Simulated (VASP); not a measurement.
Write the native input for VASP 6.6.1 that does the following.

| Item | Value |
| --- | --- |
| Task | single point |
| Functional | PBE |
| Potentials or basis | VASP PAW PBE potentials, release 64 (Si, C) |
| Cutoff | 520 eV |
| k mesh | 12 × 12 × 12 |
| Occupations | gaussian, width 0.1 eV |
| Spin | no spin polarisation |
| Dipole correction | no |
| k mesh for the DOS | 18 × 18 × 18 |
| Occupations for the DOS | tetrahedron |
| Further INCAR settings | ALGO = Normal; EDIFF = 1e-06; NBANDS = 18 |

SiC4:

```
Si C
1.0
    -2.06740    2.06740    3.76972
     2.06740   -2.06740    3.76972
     2.06740    2.06740   -3.76972
Si C
1 4
Direct
  0.50000 0.50000 0.00000
  0.82323 0.82323 0.64646
  0.17677 0.17677 0.35354
  0.82323 0.17677 0.00000
  0.17677 0.82323 0.00000
```

These files were run (other wordings do the same):

POSCAR

```
SiC4
1.0
   -2.0674045426      2.0674045426      3.7697219586
    2.0674045426     -2.0674045426      3.7697219586
    2.0674045426      2.0674045426     -3.7697219586
Si C
1 4
Direct
    0.5000000000      0.5000000000      0.0000000000
    0.8232279179      0.8232279179      0.6464558358
    0.1767720821      0.1767720821      0.3535441642
    0.8232279179      0.1767720821      0.0000000000
    0.1767720821      0.8232279179      0.0000000000
```

INCAR.step1

```
SYSTEM = SiC4
PREC = Accurate
ENCUT = 520
EDIFF = 1E-6
ISMEAR = 0
SIGMA = 0.1
LREAL = .FALSE.
LASPH = .TRUE.
NELM = 60
ALGO = Normal
ISIF = 2
LWAVE = .FALSE.
LCHARG = .TRUE.
GGA = PE
NBANDS = 18
```

KPOINTS.step1

```
regular mesh
0
G
  12 12 12
  0 0 0
```

INCAR.step2

```
SYSTEM = SiC4
PREC = Accurate
ENCUT = 520
EDIFF = 1E-6
ISMEAR = -5
SIGMA = 0.1
LREAL = .FALSE.
LASPH = .TRUE.
NELM = 60
ALGO = Normal
ISIF = 2
LWAVE = .FALSE.
LCHARG = .FALSE.
GGA = PE
LORBIT = 11
NBANDS = 18
NEDOS = 2001
ICHARG = 11
```

KPOINTS.step2

```
regular mesh
0
G
  18 18 18
  0 0 0
```

Potentials or basis: VASP PAW PBE potentials, release 64 (Si, C).

The run is started by

```console
$ cat potpaw_PBE.64/Si/POTCAR potpaw_PBE.64/C/POTCAR > POTCAR
$ cp INCAR.step1 INCAR
$ cp KPOINTS.step1 KPOINTS
$ mpirun -np 1 vasp_std > vasp.out
$ cp INCAR.step2 INCAR
$ cp KPOINTS.step2 KPOINTS
$ mpirun -np 1 vasp_std > vasp.out
```

Results of the run:

```
Valence electrons inside the program's atomic spheres : Si 1.65; C 2.50
```

Run time: 5.6 min on 1 thread of Intel(R) Xeon(R) Platinum 8488C (Sapphire Rapids), on a shared host, peak memory 0.53 GiB.
